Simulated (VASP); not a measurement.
# CoW3 (Fm-3m) in VASP: notebook, part 2 of 2

VASP 6.6.1. Earlier steps stand in the parts before.

## Step 3: Single point, PBEsol, collinear spin

Contents of INCAR:

```
SYSTEM = CoW3
  PREC = Accurate
  ENCUT = 520
  EDIFF = 1E-7
  ISMEAR = 0
  SIGMA = 0.1
  LREAL = .False.
  LASPH = .True.
  NELM = 150
  ALGO = Normal
  ISIF = 2
  LWAVE = .False.
  LCHARG = .True.
  ISPIN = 2
  MAGMOM = -0.01 -0.01 0 0.47
  LORBIT = 11
  NUPDOWN = 0.38
  LMAXMIX = 4
  GGA = PS
  LELF = .True.
  LVHAR = .True.
  NBANDS = 38
```

Contents of KPOINTS:

```
Automatic mesh
0
Gamma
  12 12 12
  0 0 0
```

Contents of POSCAR:

```
CoW3
1.0
    0.0000000000      3.0720842694      3.0720842694
    3.0720842694      0.0000000000      3.0720842694
    3.0720842694      3.0720842694      0.0000000000
W Co
3 1
Direct
    0.2500000000      0.2500000000      0.2500000000
    0.7500000000      0.7500000000      0.7500000000
    0.5000000000      0.5000000000      0.5000000000
    0.0000000000      0.0000000000      0.0000000000
```

Potentials or basis: VASP PAW PBE potentials, release 64 (W_sv, Co).

Command:

```sh
cat potpaw_PBE.64/W_sv/POTCAR potpaw_PBE.64/Co/POTCAR > POTCAR
mpirun -np 1 vasp_std > vasp.out
```

OUTCAR:

```text
SYSTEM = CoW3
   PREC = Accurate
   ENCUT = 520
   EDIFF = 1E-7
   ISMEAR = 0
   LREAL = .False.
   LASPH = .True.
   NELM = 150
   ISIF = 2
   ISPIN = 2
   LORBIT = 11
   NUPDOWN = 0.38
   GGA = PS

 ion  position               nearest neighbor table
   1  0.250  0.250  0.250-   4 2.66   4 2.66   4 2.66   3 2.66   4 2.66   3 2.66   3 2.66   3 2.66
                             2 3.07   2 3.07   2 3.07   2 3.07   2 3.07   2 3.07
   2  0.750  0.750  0.750-   3 2.66   3 2.66   3 2.66   3 2.66   4 2.66   4 2.66   4 2.66   4 2.66
                             1 3.07   1 3.07   1 3.07   1 3.07   1 3.07   1 3.07
   3  0.500  0.500  0.500-   1 2.66   1 2.66   1 2.66   1 2.66   2 2.66   2 2.66   2 2.66   2 2.66
                             4 3.07   4 3.07   4 3.07   4 3.07   4 3.07   4 3.07
   4  0.000  0.000  0.000-   2 2.66   2 2.66   2 2.66   1 2.66   2 2.66   1 2.66   1 2.66   1 2.66
                             3 3.07   3 3.07   3 3.07   3 3.07   3 3.07   3 3.07

  LATTYP: Found a face centered cubic cell.
 ALAT       =     6.1441685388

  Lattice vectors:

 A1 = (   0.0000000000,   3.0720842694,   3.0720842694)
 A2 = (   3.0720842694,   0.0000000000,   3.0720842694)
 A3 = (   3.0720842694,   3.0720842694,   0.0000000000)

Analysis of symmetry for initial positions (statically):
=====================================================================
[... 2133 lines left out ...]
  Total       -0.2607924     -0.2607924     -0.2607924      0.0000000      0.0000000     -0.0000000
  in kB       -7.2057006     -7.2057006     -7.2057006      0.0000000      0.0000000     -0.0000000
  external PRESSURE =      -7.2057006 kB  Pullay stress =       0.0000000 kB

 VOLUME and BASIS-vectors are now :
 -----------------------------------------------------------------------------
  energy-cutoff  :      520.00
  volume of cell :       57.99
      direct lattice vectors                 reciprocal lattice vectors
     0.000000000  3.072084269  3.072084269    -0.162755952  0.162755952  0.162755952
     3.072084269  0.000000000  3.072084269     0.162755952 -0.162755952  0.162755952
     3.072084269  3.072084269  0.000000000     0.162755952  0.162755952 -0.162755952

 POSITION                                       TOTAL-FORCE (eV/Angst)
 -----------------------------------------------------------------------------------
      1.53604      1.53604      1.53604         0.000000      0.000000     -0.000000
      4.60813      4.60813      4.60813        -0.000000     -0.000000      0.000000
      3.07208      3.07208      3.07208        -0.000000     -0.000000     -0.000000
      0.00000      0.00000      0.00000        -0.000000     -0.000000     -0.000000
 -----------------------------------------------------------------------------------
    total drift:                               -0.000000     -0.000000      0.000000

  FREE ENERGIE OF THE ION-ELECTRON SYSTEM (eV)
  ---------------------------------------------------
  free  energy   TOTEN  =       -48.1031005864 eV

  energy  without entropy=      -48.0762478600  energy(sigma->0) =      -48.08967422

 total charge

# of ion       s       p       d       tot
------------------------------------------
    1        2.409   6.334   3.326  12.068
    2        2.409   6.334   3.326  12.068
    3        2.467   6.308   3.538  12.314
    4        0.453   0.559   7.314   8.327
--------------------------------------------------
tot          7.738  19.536  17.503  44.777

 magnetization (x)

# of ion       s       p       d       tot
------------------------------------------
    1       -0.001  -0.003   0.000  -0.004
    2       -0.001  -0.003   0.000  -0.004
    3        0.003  -0.002  -0.005  -0.003
    4        0.001  -0.000   0.413   0.413
--------------------------------------------------
tot          0.001  -0.007   0.409   0.403
```

Run time: 8.5 min. Hardware: 1 thread of Intel Xeon 8259CL, shared host; peak memory 0.36 GiB.

What came out:

| Property | Result |
| --- | --- |
| Free energy | -48.1031 eV |
| Pressure | -0.7 GPa |
| Net moment | 0.38 μB per cell |
| Site moments | W -0.00; Co +0.41 μB |
| Valence electrons inside the program's atomic spheres | W 12.07, 12.31; Co 8.33 |

Caveat: the PAW data sets were made with another functional, which shifts forces and pressure a little; spin-orbit coupling is left out, which moves the levels of the heavy elements; the total moment is fixed, so each spin has its own Fermi level.

## Step 4: Single point, PBEsol, collinear spin, ferromagnetic start

Contents of INCAR:

```
ALGO = Normal
EDIFF = 1E-6
ENCUT = 520
GGA = PS
ISIF = 2
ISMEAR = 0
ISPIN = 2
LASPH = T
LCHARG = F
LMAXMIX = 4
LORBIT = 11
LREAL = F
LWAVE = F
MAGMOM = 0 0 0 3.5
NBANDS = 38
NELM = 150
PREC = Accurate
SIGMA = 0.1
```

Contents of KPOINTS:

```
k-points
0
Gamma
  12 12 12
```

POSCAR is that of step 3.

Command:

```sh
cat potpaw_PBE.64/W_sv/POTCAR potpaw_PBE.64/Co/POTCAR > POTCAR
mpirun -np 1 vasp_std > vasp.out
```

Wall time 8.9 min (1 thread of Intel Xeon 8259CL, shared host); peak memory 0.36 GiB.

It converged, with:

| Quantity | Value |
| --- | --- |
| Free energy | -48.1610 eV |
| Pressure | 0.7 GPa |
| Net moment | 1.32 μB per cell |
| Site moments | W +0.10, +0.03; Co +1.07 μB |
| Valence electrons inside the program's atomic spheres | W 12.07, 12.32; Co 8.30 |

Levels at points of the mesh, in eV from the Fermi level:
Spin up:
```
           k point  band 24  band 25  band 26  band 27  band 28  band 29
(0.00, 0.00, 0.00)    -1.73    -1.21    -1.21     3.13     3.13     3.41
(0.50, 0.00, 0.00)    -3.07    -0.34    -0.34     0.70     0.70     1.02
(0.50, 0.50, 0.00)    -1.17    -0.70    -0.70     0.55     0.79     0.79
```
Spin down:
| k point | band 22 | band 23 | band 24 | band 25 | band 26 | band 27 | band 28 | band 29 |
| --- | --- | --- | --- | --- | --- | --- | --- | --- |
| (0.00, 0.00, 0.00) | -1.47 | -1.47 | -1.47 | 0.07 | 0.07 | 3.18 | 3.18 | 3.61 |
| (0.50, 0.00, 0.00) | -2.85 | -2.56 | -2.56 | 0.46 | 0.46 | 1.06 | 1.06 | 1.43 |
| (0.50, 0.50, 0.00) | -1.19 | -0.65 | -0.65 | -0.60 | 0.06 | 0.84 | 0.84 | 1.12 |

Caveat: the PAW data sets were made with another functional, which shifts forces and pressure a little; spin-orbit coupling is left out, which moves the levels of the heavy elements.

## Step 5: Single point, PBEsol, collinear spin

Contents of INCAR:

```
SYSTEM = CoW3
ALGO = Fast
EDIFF = 1E-6
ENCUT = 520
GGA = PS
ISIF = 2
ISMEAR = 0
ISPIN = 2
LASPH = .TRUE.
LCHARG = .FALSE.
LMAXMIX = 4
LORBIT = 11
LREAL = .FALSE.
LWAVE = .FALSE.
MAGMOM = 0.16 0.16 0 1.37
NBANDS = 38
NELM = 150
PREC = Accurate
SIGMA = 0.1
```

Contents of KPOINTS:

```
k-points
0
G
  12 12 12
  0 0 0
```

POSCAR is that of step 4.

Potentials or basis: VASP PAW PBE potentials, release 64 (W_sv, Co).

Command:

```sh
cat potpaw_PBE.64/W_sv/POTCAR potpaw_PBE.64/Co/POTCAR > POTCAR
mpirun -np 1 vasp_std > vasp.out
```

OUTCAR:

```text
SYSTEM = CoW3
   EDIFF = 1E-6
   ENCUT = 520
   GGA = PS
   ISIF = 2
   ISMEAR = 0
   ISPIN = 2
   LASPH = .TRUE.
   LORBIT = 11
   LREAL = .FALSE.
   NELM = 150
   PREC = Accurate

 ion  position               nearest neighbor table
   1  0.250  0.250  0.250-   4 2.66   4 2.66   4 2.66   3 2.66   4 2.66   3 2.66   3 2.66   3 2.66
                             2 3.07   2 3.07   2 3.07   2 3.07   2 3.07   2 3.07
   2  0.750  0.750  0.750-   3 2.66   3 2.66   3 2.66   3 2.66   4 2.66   4 2.66   4 2.66   4 2.66
                             1 3.07   1 3.07   1 3.07   1 3.07   1 3.07   1 3.07
   3  0.500  0.500  0.500-   1 2.66   1 2.66   1 2.66   1 2.66   2 2.66   2 2.66   2 2.66   2 2.66
                             4 3.07   4 3.07   4 3.07   4 3.07   4 3.07   4 3.07
[... 2159 lines left out ...]
     3.072084269  3.072084269  0.000000000     0.162755952  0.162755952 -0.162755952

 POSITION                                       TOTAL-FORCE (eV/Angst)
 -----------------------------------------------------------------------------------
      1.53604      1.53604      1.53604        -0.000000     -0.000000      0.000000
      4.60813      4.60813      4.60813         0.000000      0.000000     -0.000000
      3.07208      3.07208      3.07208        -0.000000      0.000000      0.000000
      0.00000      0.00000      0.00000        -0.000000      0.000000      0.000000
 -----------------------------------------------------------------------------------
    total drift:                               -0.000000     -0.000000      0.000000

  FREE ENERGIE OF THE ION-ELECTRON SYSTEM (eV)
  ---------------------------------------------------
  free  energy   TOTEN  =       -48.1609713373 eV

  energy  without entropy=      -48.1400512522  energy(sigma->0) =      -48.15051129

 total charge

# of ion       s       p       d       tot
------------------------------------------
    1        2.407   6.336   3.333  12.075
    2        2.407   6.336   3.333  12.075
    3        2.462   6.315   3.539  12.316
    4        0.458   0.565   7.278   8.301
--------------------------------------------------
tot          7.734  19.552  17.482  44.767

 magnetization (x)

# of ion       s       p       d       tot
------------------------------------------
    1       -0.002  -0.000   0.105   0.103
    2       -0.002  -0.000   0.105   0.103
    3        0.009   0.007   0.010   0.026
    4        0.003   0.001   1.070   1.074
--------------------------------------------------
tot          0.009   0.008   1.291   1.307
```

Run time: 10 min. Hardware: 1 thread of AMD EPYC 7R13, shared host; peak memory 0.34 GiB.

Results:

```
Free energy                                           : -48.1610 eV
Pressure                                              : 0.5 GPa
Net moment                                            : 1.32 μB per cell
Site moments                                          : W +0.10, +0.03; Co +1.07 μB
Valence electrons inside the program's atomic spheres : W 12.07, 12.32; Co 8.30
```

Caveat: the PAW data sets were made with another functional, which shifts forces and pressure a little; spin-orbit coupling is left out, which moves the levels of the heavy elements.

## Step 6: The runs side by side

| spin | fixed moment (μB) | gap on the mesh (eV) | pressure (GPa) | moment (μB) |
| --- | --- | --- | --- | --- |
| collinear, ferromagnetic start | 1.12 | - | 0.1 | 1.12 |
| collinear | 0.38 | - | -0.7 | 0.38 |
| collinear, ferromagnetic start | - | none | 0.7 | 1.32 |
| collinear | - | none | 0.5 | 1.32 |

Alike in all rows: task single point; level PBEsol; potentials or basis VASP PAW PBE potentials, release 64 (W_sv, Co); cell a = 4.345 Å, angles 60.0°, 4 atoms; k mesh 12 × 12 × 12; cutoff (eV) 520; smearing gaussian 0.1 eV.

Caveats: the PAW data sets were made with another functional, which shifts forces and pressure a little; spin-orbit coupling is left out, which moves the levels of the heavy elements; the total moment is fixed, so each spin has its own Fermi level (some runs).

Total energies depend on the potentials used, so only differences within one code and one set of settings carry meaning.
